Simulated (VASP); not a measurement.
Here is a VASP 6.6.1 calculation.

Contents of INCAR:

```
PREC     = Accurate       # precision mode
ENCUT    = 520            # plane-wave cutoff, eV
EDIFF    = 1E-7           # SCF threshold, eV
ISMEAR   = -1             # smearing method
SIGMA    = 0.1            # smearing width, eV
LREAL    = False          # projectors in reciprocal space
LASPH    = True           # aspherical terms in the spheres
NELM     = 60             # most SCF steps
ALGO     = Normal         # electronic algorithm
ISIF     = 2              # what is computed and relaxed
LWAVE    = False          # write WAVECAR
LCHARG   = False          # write CHGCAR
GGA      = RE             # functional
NBANDS   = 20             # bands
```

Contents of KPOINTS:

```
Automatic mesh
0
Gamma
  11 11 15
```

POSCAR

```
Ir
1.0
    4.3919204406      0.0000000000      0.0000000000
   -2.1959602203      3.8035146730      0.0000000000
    0.0000000000      0.0000000000      2.7133114428
Ir
3
Direct
    0.0000000000      1.0000000000      0.0000000000
    0.3333333333      0.6666666667      0.5000000000
    0.6666666667      0.3333333333      0.5000000000
```

Potentials or basis: VASP PAW PBE potentials, release 64 (Ir).

Launch:

```console
$ cat potpaw_PBE.64/Ir/POTCAR > POTCAR
$ mpirun -np 1 vasp_std > vasp.out
```

Problem. Estimate the pressure.

Solution. 0.3 GPa.

Stress tensor (GPa, compression positive):
```
 0.49  0.00  0.00
 0.00  0.49  0.00
 0.00  0.00 -0.07
```

Caveat: the PAW data sets were made with another functional, which shifts forces and pressure a little.
